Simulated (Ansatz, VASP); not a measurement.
This is a calculation of AlSn for Ansatz 0.2.0.

input.yaml

```yaml
crystal:
  lattice:
    - [4.1981056157, 0.0, 0.0]
    - [-2.0990528078, 3.6356661109, 0.0]
    - [0.0, 0.0, 3.306847]
  atoms:
    - { symbol: Sn, position: [0.3333333333, 0.6666666667, 0.5] }
    - { symbol: Al, position: [0.0, 0.0, 0.0] }
kpoints:
  mp_grid: { grid: [7, 7, 8] }
scf:
  occupations: { method: methfessel_paxton, width: 0.2 }
hamiltonian:
  xc: rpbe
  dispersion: d4
  pseudopotentials: { kind: all_electron, lapw: { basis_error: 0.001 } }
output:
  forces: true
  stress: true
  eigenvalues: true
```

Potentials or basis: all-electron LAPW, scalar-relativistic.

Command:

```sh
$ ansatz run input.yaml --threads 1 --pin off --max-ram 3072MiB --backend cpu --events-out ev --progress --plain --runs-dir out
```

**Question.** Set up the same calculation for VASP 6.6.1. Potentials there: VASP PAW PBE potentials, release 64 (Sn_d, Al).

**Answer.** As run (the cutoff follows the program's own potentials):

The input INCAR:

```
PREC = Accurate
ENCUT = 520
EDIFF = 1E-6
ISMEAR = 1
SIGMA = 0.2
LREAL = F
LASPH = T
NELM = 80
ALGO = Fast
ISIF = 2
LWAVE = F
LCHARG = T
GGA = RP
IVDW = 13
LELF = T
LVHAR = T
NBANDS = 16
```

File KPOINTS:

```
Automatic mesh
0
Gamma
  7 7 8
```

Contents of POSCAR:

```
AlSn
1.0
    4.1981056157      0.0000000000      0.0000000000
   -2.0990528078      3.6356661109      0.0000000000
    0.0000000000      0.0000000000      3.3068470000
Sn Al
1 1
Direct
    0.3333333333      0.6666666667      0.5000000000
    0.0000000000      0.0000000000      0.0000000000
```

Potentials or basis: VASP PAW PBE potentials, release 64 (Sn_d, Al).

The run is started by

```bash
$ cat potpaw_PBE.64/Sn_d/POTCAR potpaw_PBE.64/Al/POTCAR > POTCAR
$ mpirun -np 1 vasp_std > vasp.out
```

Both were run:

|  | VASP | Ansatz | Ansatz less VASP |
| --- | --- | --- | --- |
| gap on the k mesh at the Fermi level (eV) | none | none | - |
| pressure (GPa) | -2.4 | -2.4 | +0.06 |
| traceless stress, the component that is largest in VASP (GPa) | 0.67 | 0.67 | 0.000 |

VASP's potentials were made for PBE, not for RPBE. A gap of «none» marks a metal or a gap that the smearing closes. Ansatz ran all-electron here, and VASP with PAW potentials.
